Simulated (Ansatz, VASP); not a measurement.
## One calculation of Co, two programs

INCAR

```
SYSTEM = Co
PREC = Accurate
ENCUT = 520
EDIFF = 1E-7
ISMEAR = -1
SIGMA = 0.1
LREAL = .False.
LASPH = .True.
NELM = 100
ALGO = Normal
ISIF = 2
LWAVE = .False.
LCHARG = .False.
GGA = PE
NBANDS = 20
```

File KPOINTS:

```
regular mesh
0
Gamma
  11 11 15
  0 0 0
```

The input POSCAR:

```
Co
1.0
    3.9095844549      0.0000000000      0.0000000000
   -1.9547922275      3.3857994561      0.0000000000
    0.0000000000      0.0000000000      2.3964108189
Co
3
Direct
    0.0000000000      0.0000000000      0.0000000000
    0.3333333333      0.6666666667      0.5000000000
    0.6666666667      0.3333333333      0.5000000000
```

Input for Ansatz:

```yaml
crystal:
  lattice:
    - [3.9095844549, 0.0, 0.0]
    - [-1.9547922275, 3.3857994561, 0.0]
    - [0.0, 0.0, 2.3964108189]
  atoms:
    - { symbol: Co, position: [0.0, 0.0, 0.0] }
    - { symbol: Co, position: [0.3333333333, 0.6666666667, 0.5] }
    - { symbol: Co, position: [0.6666666667, 0.3333333333, 0.5] }
hamiltonian:
  xc: pbe
  pseudopotentials:
    kind: paw
    azcp:
      Co: "pseudopotentials/Co.paw.azcp"
basis:
  ecutwfc: 420
  fft_grid_basis: typed
kpoints:
  mp_grid: { grid: [11, 11, 15], shift: [0, 0, 0] }
magnetization:
  spin_polarized: false
scf:
  occupations: { method: fermi_dirac, width: 0.1 }
  lower_state_search: "off"
output:
  stress: true
```

Alike in both runs: task single point; functional PBE; k mesh 11 × 11 × 15; occupations fermi-dirac, width 0.1 eV; no spin polarisation.

|  | VASP | Ansatz |
| --- | --- | --- |
| version | VASP 6.6.1 | Ansatz 0.2.0 |
| potentials or method | VASP PAW PBE potentials, release 64 (Co), cutoff 520 eV | plane waves (420 eV) with PAW, scalar-relativistic |
| valence electrons in the cell | 27 | 51 |

Ansatz gave:

```
pressure (GPa)                                                : 0.0
traceless stress, the component that is largest in VASP (GPa) : 0.26
```

Task: Estimate VASP's values.

Result: Pressure (GPa): -0.7; traceless stress, the component that is largest in VASP (GPa): 0.20.

The functional is the same, so the differences come from potentials, cutoffs and numerics. VASP's potentials hold 27 valence electrons a cell and Ansatz's 51, so a difference there can come from the potentials and not from the codes.
